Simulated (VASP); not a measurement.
Here is a VASP 6.6.1 calculation.

Contents of INCAR:

```
SYSTEM = InSb
PREC = Accurate ; ENCUT = 520
EDIFF = 1E-7 ; ISMEAR = -1
SIGMA = 0.08 ; LREAL = .FALSE.
LASPH = .TRUE. ; NELM = 60
ALGO = Normal ; ISIF = 2
LWAVE = .FALSE. ; LCHARG = .FALSE.
GGA = CA ; NBANDS = 26
```

The input KPOINTS:

```
regular mesh
0
G
  6 6 11
  0 0 0
```

The input POSCAR:

```
InSb
1.0
    5.3570000000      0.0000000000      0.0000000000
    0.0000000000      5.7120000000      0.0000000000
    0.0000000000      0.0000000000      3.1548900000
In Sb
2 2
Direct
    0.0000000000      0.0000000000      0.0000000000
    0.5000000000      0.5000000000      0.0000000000
    0.5000000000      0.0000000000      0.8350000000
    0.0000000000      0.5000000000      0.1650000000
```

Potentials or basis: VASP PAW LDA potentials, release 64 (In_d, Sb).

Command:

```bash
$ cat potpaw_LDA.64/In_d/POTCAR potpaw_LDA.64/Sb/POTCAR > POTCAR
$ mpirun -np 1 vasp_std > vasp.out
```

Estimate the band gap on the k mesh.

zero (bands 18 and 19 overlap by 3.36 eV).

What does it give for the largest force?

0.668 eV/Å.

Estimate the pressure.

9.5 GPa.

Stress tensor (GPa, compression positive):
```
21.02  0.00  0.00
 0.00  6.85  0.00
 0.00  0.00  0.53
```

Caveat: the cell differs from its parent crystal (zz strain of +3 %); the cell stands under pressure; spin-orbit coupling is left out, which moves the levels of the heavy elements.
